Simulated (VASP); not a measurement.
Write the native input for VASP 6.6.1 that does the following.

```
Task                   : single point
Functional             : PBE
Potentials or basis    : VASP PAW PBE potentials, release 64 (Ir)
Cutoff                 : 520 eV
k mesh                 : 15 × 15 × 1
Occupations            : fermi-dirac, width 0.1 eV
Spin                   : no spin polarisation
Dipole correction      : yes
Further INCAR settings : ALGO = Normal; EDIFF = 1e-07; NBANDS = 30
```

The structure of Ir lies in POSCAR:

```
Ir
1.0
    2.7380282313      0.0000000000      0.0000000000
   -1.3690141156      2.3712020046      0.0000000000
    0.0000000000      0.0000000000     24.9424000000
Ir
5
Direct
    0.8333333333      0.1666666667      0.3228464568
    0.1666666667      0.8333333333      0.4105996875
    0.5000000000      0.5000000000      0.5000000009
    0.8333333333      0.1666666667      0.5894003130
    0.1666666667      0.8333333333      0.6771535418
```

The input as run:

INCAR

```
SYSTEM = Ir
ALGO     = Normal         ! electronic algorithm
DIPOL    = 0.5 0.5 0.500
EDIFF    = 1E-7           ! SCF threshold, eV
ENCUT    = 520            ! plane-wave cutoff, eV
GGA      = PE             ! functional
IDIPOL   = 3            
ISIF     = 2              ! what is computed and relaxed
ISMEAR   = -1             ! smearing method
LASPH    = .TRUE.         ! aspherical terms in the spheres
LCHARG   = .TRUE.         ! write CHGCAR
LDIPOL   = .TRUE.       
LELF     = .TRUE.         ! ELF
LREAL    = .FALSE.        ! projectors in reciprocal space
LVACPOTAV= .TRUE.       
LVHAR    = .TRUE.       
LWAVE    = .FALSE.        ! write WAVECAR
NBANDS   = 30             ! bands
NELM     = 60             ! most SCF steps
PREC     = Accurate       ! precision mode
SIGMA    = 0.1            ! smearing width, eV
```

KPOINTS

```
k-points
0
G
  15 15 1
  0 0 0
```

Potentials or basis: VASP PAW PBE potentials, release 64 (Ir).

Launch:

```sh
$ cat potpaw_PBE.64/Ir/POTCAR > POTCAR
$ mpirun -np 1 vasp_std > vasp.out
```

Results of the run:

| Property | Result |
| --- | --- |
| Largest force | 0.026 eV/Å |
| Band gap on the k mesh | zero (an odd number of electrons rules out a gap without spin polarisation) |

Caveat: spin-orbit coupling is left out, which moves the levels of the heavy elements.

Wall time 2.6 min on 1 thread of Intel(R) Xeon(R) 6975P-C (Granite Rapids), on a shared host, peak memory 0.31 GiB.
